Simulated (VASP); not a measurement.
# Fe (Im-3m) in VASP: further runs, part 2 of 2

VASP 6.6.1. Earlier steps stand in the parts before.

## 3. Single point, revPBE, collinear spin, ferromagnetic start (11.66 Å³/atom)

This run uses another cell than the first one, of 11.66 Å³/atom.

INCAR

```
SYSTEM = Fe
PREC = Accurate
ENCUT = 600
EDIFF = 1E-6
ISMEAR = -1
SIGMA = 0.05
LREAL = .FALSE.
LASPH = .TRUE.
NELM = 200
ALGO = Normal
ISIF = 2
LWAVE = .FALSE.
LCHARG = .FALSE.
ISPIN = 2
MAGMOM = -2.213 -2.213
LORBIT = 11
LMAXMIX = 4
GGA = RE
NBANDS = 19
GGA_COMPAT = .FALSE.
```

KPOINTS

```
regular mesh
0
G
  18 18 18
  0 0 0
```

POSCAR

```
Fe
1.0
    2.8571021468      0.0000000000      0.0000000000
    0.0000000000      2.8571021468      0.0000000000
    0.0000000000      0.0000000000      2.8571021468
Fe
2
Direct
    0.0000000000      0.0000000000      0.0000000000
    0.5000000000      0.5000000000      0.5000000000
```

Potentials or basis: VASP PAW PBE potentials, release 64 (Fe).

Run with:

```
$ cat potpaw_PBE.64/Fe/POTCAR > POTCAR
$ mpirun -np 1 vasp_std > vasp.out
```

OUTCAR:

```text
SYSTEM = Fe
   PREC = Accurate
   ENCUT = 600
   EDIFF = 1E-6
   ISMEAR = -1
   LREAL = .FALSE.
   LASPH = .TRUE.
   NELM = 200
   ISIF = 2
   ISPIN = 2
   LORBIT = 11
   GGA = RE

 ion  position               nearest neighbor table
   1  0.000  0.000  0.000-   2 2.47   2 2.47   2 2.47   2 2.47   2 2.47   2 2.47   2 2.47   2 2.47

   2  0.500  0.500  0.500-   1 2.47   1 2.47   1 2.47   1 2.47   1 2.47   1 2.47   1 2.47   1 2.47

  LATTYP: Found a simple cubic cell.
 ALAT       =     2.8571021468

  Lattice vectors:

 A1 = (   2.8571021468,   0.0000000000,   0.0000000000)
 A2 = (   0.0000000000,   2.8571021468,   0.0000000000)
 A3 = (   0.0000000000,   0.0000000000,   2.8571021468)

Analysis of symmetry for initial positions (statically):
=====================================================================
 Subroutine PRICEL returns following result:

  LATTYP: Found a body centered cubic cell.
 ALAT       =     2.8571021468
[... 12 lines left out ...]
 Subroutine GETGRP returns: Found 48 space group operations
 (whereof 48 operations were pure point group operations)
 out of a pool of 48 trial point group operations.

The static configuration has the point symmetry O_h .

Analysis of symmetry for dynamics (positions and initial velocities):
=====================================================================
 Subroutine PRICEL returns following result:

  LATTYP: Found a body centered cubic cell.
 ALAT       =     2.8571021468
[... 12 lines left out ...]
 Subroutine GETGRP returns: Found 48 space group operations
 (whereof 48 operations were pure point group operations)
 out of a pool of 48 trial point group operations.

The dynamic configuration has the point symmetry O_h .

Analysis of structural, dynamic, and magnetic symmetry:
=====================================================================
 Subroutine PRICEL returns following result:

  LATTYP: Found a body centered cubic cell.
 ALAT       =     2.8571021468
[... 12 lines left out ...]
 Subroutine GETGRP returns: Found 48 space group operations
 (whereof 48 operations were pure point group operations)
 out of a pool of 48 trial point group operations.

The overall configuration has the point symmetry O_h .

 Subroutine INISYM returns: Found 48 space group operations
 (whereof 48 operations are pure point group operations),
 and found     2 'primitive' translations

----------------------------------------------------------------------------------------

                                     Primitive cell

  volume of cell :      11.6613

  direct lattice vectors                    reciprocal lattice vectors
     1.428551073  1.428551073 -1.428551073     0.350004987  0.350004987  0.000000000
    -1.428551073  1.428551073  1.428551073    -0.000000000  0.350004987  0.350004987
     1.428551073 -1.428551073  1.428551073     0.350004987  0.000000000  0.350004987

  length of vectors
     2.474323040  2.474323040  2.474323040     0.494981800  0.494981800  0.494981800

  position of ions in fractional coordinates (direct lattice)
     0.000000000  0.000000000  0.000000000

  ion indices of the primitive-cell ions
   primitive index   ion index
                 1           1

----------------------------------------------------------------------------------------

 KPOINTS: regular mesh

Automatic generation of k-mesh.
 Grid dimensions read from file:
 generate k-points for:   18   18   18

[... 53 lines left out ...]
 SYSTEM =  Fe
   PREC   = accura    normal or accurate (medium, high low for compatibility)
   ISTART =      0    job   : 0-new  1-cont  2-samecut
   ICHARG =      2    charge: 1-file 2-atom 10-const
   ISPIN  =      2    spin polarized calculation?
   LNONCOLLINEAR =      F non collinear calculations
   LSORBIT =      F    spin-orbit coupling
   LASPH  =      T    aspherical Exc in radial PAW
   ENCUT  =  600.0 eV  44.10 Ry    6.64 a.u.   5.71  5.71  5.71*2*pi/ulx,y,z
   NELM   =    200;   NELMIN=  2; NELMDL= -5     # of ELM steps
   EDIFF  = 0.1E-05   stopping-criterion for ELM
   LREAL  =      F    real-space projection
   EDIFFG = 0.1E-04   stopping-criterion for IOM
   NSW    =      0    number of steps for IOM
   IBRION =     -1    ionic relax: 0-MD 1-quasi-New 2-CG
   NFREE  =      0    steps in history (QN), initial steepest desc. (CG)
   ISIF   =      2    stress and relaxation
   ISYM   =      2    0-nonsym 1-usesym 2-fastsym
   POTIM  = 0.5000    time-step for ionic-motion
   TEBEG  =    0.0;   TEEND  =   0.0 temperature during run
   PSTRESS=    0.0 pullay stress
   NELECT =      16.0000    total number of electrons
   NUPDOWN=      -1.0000    fix difference up-down
   EMIN   =  10.00;   EMAX   =-10.00  energy-range for DOS
   EFERMI =   0.00;   METHOD = LEGACY
   ISMEAR =    -1;   SIGMA  =   0.05  broadening in eV -4-tet -1-fermi 0-gaus
   EFERMI_NEDOS =   21; number of points for ismear=-14 and -15
   IALGO  =     38    algorithm
   IMIX   =      4    mixing-type and parameters
     AMIX     =   0.40;   BMIX     =  1.00
     AMIX_MAG =   1.60;   BMIX_MAG =  1.00
  volume/ion in A,a.u.               =      11.66        78.69
  Fermi-wavevector in a.u.,A,eV,Ry     =   1.443851  2.728483 28.364145  2.084706
  Thomas-Fermi vector in A             =   2.562212
   LORBIT       =     11    0 simple, 1 ext, 2 COOP (PROOUT), +10 PAW based schemes
   GGA     = RE    functional components
   LHFCALC =     F    Hartree Fock is set to
   AEXX    =    0.0000 exact exchange contribution
   IVDW    =     0    specifies the selected vdW correction
   LEPSILON=     F    determine dielectric tensor
   LRPA    =     F    only Hartree local field effects (RPA)
 spin polarized calculation
  energy-cutoff  :      600.00
  volume of cell :       23.32
 maximum number of plane-waves:       804
 NGX is ok and might be reduce to    24
   NGX = 11   NGY = 11   NGZ = 11

 number of electron      15.9999998 magnetization      -4.4935391

 Free energy of the ion-electron system (eV)
  ---------------------------------------------------
  ext. energy  EPLUGINS =         0.00000000
  ---------------------------------------------------
  free energy    TOTEN  =       -15.72453963 eV

  energy without entropy =      -15.70836831  energy(sigma->0) =      -15.71645397

 E-fermi :   5.6171     XC(G=0): -12.9021

 val. band max:        5.6161584327   @ k =   0.1111   0.0000   0.0000
 cond. band min:       5.6189506904   @ k =   0.1667   0.0556   0.0556
 fundamental gap:      0.0027922577
 Fermi energy:         5.6171230318

 spin component 1

 k-point     1 :       0.0000    0.0000    0.0000
  band No.  band energies     occupation
      1      -2.4808      1.00000
      2       2.8297      1.00000
      3       2.8299      1.00000
      4       5.3800      0.99136
      5       5.3801      0.99134
      6       5.3801      0.99134
[... 517 lines left out ...]
     18      26.4251      0.00000
     19      26.9862      0.00000

 [... further k-points ...]

 spin component 2

 k-point     1 :       0.0000    0.0000    0.0000
  band No.  band energies     occupation
      1      -2.6051      1.00000
      2       0.9406      1.00000
      3       0.9406      1.00000
      4       3.3740      1.00000
      5       3.3740      1.00000
      6       3.3740      1.00000
[... 517 lines left out ...]
     18      26.1942      0.00000
     19      26.4810      0.00000

 [... further k-points ...]
[... 5 lines left out ...]
  --------------------------------------------------------------------------------------
  -------------------------------------------------------------------------------------
  Total       -0.1074565     -0.1074565     -0.1074565     -0.0000000     -0.0000000      0.0000000
  in kB       -7.3818617     -7.3818617     -7.3818617     -0.0000000     -0.0000000      0.0000000
  external PRESSURE =      -7.3818617 kB  Pullay stress =       0.0000000 kB

 VOLUME and BASIS-vectors are now :
 -----------------------------------------------------------------------------
  energy-cutoff  :      600.00
  volume of cell :       23.32
      direct lattice vectors                 reciprocal lattice vectors
     2.857102147  0.000000000  0.000000000     0.350004987  0.000000000  0.000000000
     0.000000000  2.857102147  0.000000000     0.000000000  0.350004987  0.000000000
     0.000000000  0.000000000  2.857102147     0.000000000  0.000000000  0.350004987

 POSITION                                       TOTAL-FORCE (eV/Angst)
 -----------------------------------------------------------------------------------
      0.00000      0.00000      0.00000         0.000000      0.000000      0.000000
      1.42855      1.42855      1.42855        -0.000000     -0.000000     -0.000000
 -----------------------------------------------------------------------------------
    total drift:                                0.000000      0.000000     -0.000000

  FREE ENERGIE OF THE ION-ELECTRON SYSTEM (eV)
  ---------------------------------------------------
  free  energy   TOTEN  =       -15.7245396268 eV

  energy  without entropy=      -15.7083683066  energy(sigma->0) =      -15.71645397

 total charge

# of ion       s       p       d       tot
------------------------------------------
    1        0.475   0.518   6.218   7.211
    2        0.475   0.518   6.218   7.211
--------------------------------------------------
tot          0.951   1.036  12.435  14.423

 magnetization (x)

# of ion       s       p       d       tot
------------------------------------------
    1        0.015   0.059  -2.326  -2.252
    2        0.015   0.059  -2.326  -2.252
--------------------------------------------------
tot          0.030   0.119  -4.652  -4.503
```

OSZICAR:

```text
N       E                     dE             d eps       ncg     rms          rms(c)
DAV:   1     0.826443690127E+02    0.82644E+02   -0.78966E+03 17952   0.118E+03
DAV:   2    -0.138774046963E+02   -0.96522E+02   -0.85406E+02 16789   0.212E+02
DAV:   3    -0.176026586215E+02   -0.37253E+01   -0.35651E+01 18275   0.532E+01
DAV:   4    -0.176341755217E+02   -0.31517E-01   -0.31499E-01 18754   0.455E+00
DAV:   5    -0.176345208311E+02   -0.34531E-03   -0.34530E-03 18731   0.443E-01    0.154E+01
DAV:   6    -0.158678683840E+02    0.17667E+01   -0.75924E+00 18285   0.552E+01    0.834E+00
DAV:   7    -0.157429535705E+02    0.12491E+00   -0.76458E-01 19132   0.158E+01    0.485E+00
DAV:   8    -0.157368178882E+02    0.61357E-02   -0.19850E-02 20303   0.106E+00    0.213E+00
DAV:   9    -0.157238836364E+02    0.12934E-01   -0.69505E-03 22861   0.745E-01    0.584E-01
DAV:  10    -0.157245546257E+02   -0.67099E-03   -0.28156E-03 21923   0.579E-01    0.252E-01
DAV:  11    -0.157245316800E+02    0.22946E-04   -0.29466E-04 20837   0.272E-01    0.714E-02
DAV:  12    -0.157245376137E+02   -0.59338E-05   -0.21490E-05 20595   0.623E-02    0.161E-02
DAV:  13    -0.157245388985E+02   -0.12847E-05   -0.14251E-06 15406   0.102E-02    0.869E-03
DAV:  14    -0.157245396268E+02   -0.72831E-06   -0.60980E-07  9341   0.106E-02
   1 F= -.15724540E+02 E0= -.15716454E+02  d E =-.161713E-01  mag=    -4.4934
```

stdout:

```text
POSCAR found type information on POSCAR Fe
 POSCAR found :  1 types and       2 ions
 scaLAPACK will be used
 -----------------------------------------------------------------------------
|                                                                             |
|                                                                             |
|     You enforced a specific xc type in the INCAR file but a different       |
|     I HOPE YOU KNOW WHAT YOU ARE DOING!                                     |
|                                                                             |
 -----------------------------------------------------------------------------

 LDA part: xc-table for (Slater+PW92), standard interpolation
 POSCAR, INCAR and KPOINTS ok, starting setup
 FFT: planning ... GRIDC
 FFT: planning ... GRID_SOFT
 FFT: planning ... GRID
 WAVECAR not read
 entering main loop
```

Run time: 1.8 min. Hardware: 1 thread of Oxide Virtual Turin-like, shared host; peak memory 0.24 GiB.

Results:

| Item | Value |
| --- | --- |
| Free energy | -15.7245 eV |
| Pressure | -0.7 GPa |
| Net moment | -4.49 μB per cell |
| Site moments | Fe -2.25 μB |
| Valence electrons inside the program's atomic spheres | Fe 7.21 |

Caveat: the PAW data sets were made with another functional, which shifts forces and pressure a little.

## 4. Single point, revPBE, collinear spin, ferromagnetic start (12.11 Å³/atom)

This run uses another cell than the first one, of 12.11 Å³/atom.

INCAR

```
PREC = Accurate
ENCUT = 600
EDIFF = 1E-6
ISMEAR = -1
SIGMA = 0.05
LREAL = False
LASPH = True
NELM = 200
ALGO = Normal
ISIF = 2
LWAVE = False
LCHARG = False
ISPIN = 2
MAGMOM = -2.213 -2.213
LORBIT = 11
LMAXMIX = 4
GGA = RE
NBANDS = 19
GGA_COMPAT = False
```

KPOINTS

```
regular mesh
0
Gamma
  18 18 18
```

POSCAR

```
Fe
1.0
    2.8932718364      0.0000000000      0.0000000000
    0.0000000000      2.8932718364      0.0000000000
    0.0000000000      0.0000000000      2.8932718364
Fe
2
Direct
    0.0000000000      0.0000000000      0.0000000000
    0.5000000000      0.5000000000      0.5000000000
```

Run with:

```
$ cat potpaw_PBE.64/Fe/POTCAR > POTCAR
$ mpirun -np 1 vasp_std > vasp.out
```

Wall time 1.8 min (1 thread of Oxide Virtual Turin-like, shared host); peak memory 0.25 GiB.

It converged, with:

| Item | Value |
| --- | --- |
| Free energy | -15.7049 eV |
| Pressure | -6.1 GPa |
| Net moment | -4.66 μB per cell |
| Site moments | Fe -2.34 μB |
| Valence electrons inside the program's atomic spheres | Fe 7.14 |

Levels at points of the mesh, in eV from the Fermi level:
Spin up:
```csv
k point,band 4,band 5,band 6,band 7,band 8,band 9
"(0.00, 0.00, 0.00)",-0.07,-0.07,-0.07,1.83,1.83,2.41
"(0.50, 0.00, 0.00)",-0.41,0.26,0.26,0.27,0.27,1.14
"(0.50, 0.50, 0.00)",-1.26,0.64,0.64,1.69,1.69,2.07
"(0.50, 0.50, 0.50)",-1.48,-1.48,-1.48,2.11,2.11,2.11
```
Spin down:
```
           k point  band 8  band 9  band 10  band 11  band 12  band 13
(0.00, 0.00, 0.00)   -1.08    0.00     0.00     0.00     9.57     9.57
(0.50, 0.00, 0.00)   -1.77   -1.11    -1.11     0.12     0.12    16.35
(0.50, 0.50, 0.00)   -0.92    0.25     0.25     0.61     0.61     6.84
(0.50, 0.50, 0.50)   -0.89   -0.89    -0.89     8.24     8.24     8.24
```

Caveat: the cell stands under tension; the PAW data sets were made with another functional, which shifts forces and pressure a little.

## 5. The runs side by side

```tsv
spin	cell	k mesh	gap on the mesh (eV)	pressure (GPa)	moment (μB)
non-collinear, typed start, SOC	a = 2.820 Å, 2 atoms	11 × 11 × 11	-	6.8	4.37
collinear, ferromagnetic start	a = 2.857 Å, 2 atoms	18 × 18 × 18	none	-0.7	4.49
collinear, ferromagnetic start	a = 2.893 Å, 2 atoms	18 × 18 × 18	none	-6.1	4.66
```

Alike in all rows: task single point; level revPBE; potentials or basis VASP PAW PBE potentials, release 64 (Fe); cutoff (eV) 600; smearing fermi-dirac 0.05 eV.

Caveats: the PAW data sets were made with another functional, which shifts forces and pressure a little; the cell stands under pressure (at least some runs); the cell stands under tension (at least some runs).

Total energies depend on the potentials used, so only differences within one code and one set of settings carry meaning.
